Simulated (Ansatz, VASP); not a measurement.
## Two plane-wave programs on Tl

File INCAR:

```
SYSTEM = Tl
PREC = Accurate
ENCUT = 600
EDIFF = 1E-7
ISMEAR = -1
SIGMA = 0.05
LREAL = .False.
LASPH = .True.
NELM = 80
ALGO = Normal
ISIF = 3
LWAVE = .False.
LCHARG = .False.
GGA = PE
IBRION = 2
NSW = 60
EDIFFG = -0.005
```

File KPOINTS:

```
regular mesh
0
Gamma
  11 11 11
  0 0 0
```

File POSCAR:

```
Tl
1.0
    0.0000000000      3.4017220227      3.4017220227
    3.4017220227      0.0000000000      3.4017220227
    3.4017220227      3.4017220227      0.0000000000
Tl
2
Direct
   -0.1250000000     -0.1250000000     -0.1250000000
    0.1250000000      0.1250000000      0.1250000000
```

Input for Ansatz:

```yaml
crystal:
  lattice:
    - [0.0, 3.4017220227, 3.4017220227]
    - [3.4017220227, 0.0, 3.4017220227]
    - [3.4017220227, 3.4017220227, 0.0]
  atoms:
    - { symbol: Tl, position: [-0.125, -0.125, -0.125] }
    - { symbol: Tl, position: [0.125, 0.125, 0.125] }
kpoints:
  mp_grid: { grid: [11, 11, 11] }
scf:
  occupations: { method: fermi_dirac, width: 0.05 }
hamiltonian:
  xc: pbe
  pseudopotentials: { kind: paw }
output:
  forces: true
  stress: true
relax:
  f_tol: 0.005
  max_steps: 40
  cell: {}
```

Alike in both runs: task relaxation of cell and atoms; functional PBE; k mesh 11 × 11 × 11; occupations fermi-dirac, width 0.05 eV; no spin polarisation.

|  | VASP | Ansatz |
| --- | --- | --- |
| version | VASP 6.6.1 | Ansatz 0.2.0 |
| potentials or method | VASP PAW PBE potentials, release 64 (Tl_d) | PAW with Ansatz's default frozen-core files, scalar-relativistic |
| plane-wave cutoff (eV) | 600 | 420 |
| valence electrons in the cell | 26 | 26 |

```csv
,VASP,Ansatz,Ansatz less VASP
relaxed volume (Å³/atom),44.97,45.09,+0.113
relaxed cell length with the largest relative difference (Å),5.029,5.033,+0.0042
```

Spin-orbit coupling is off throughout.
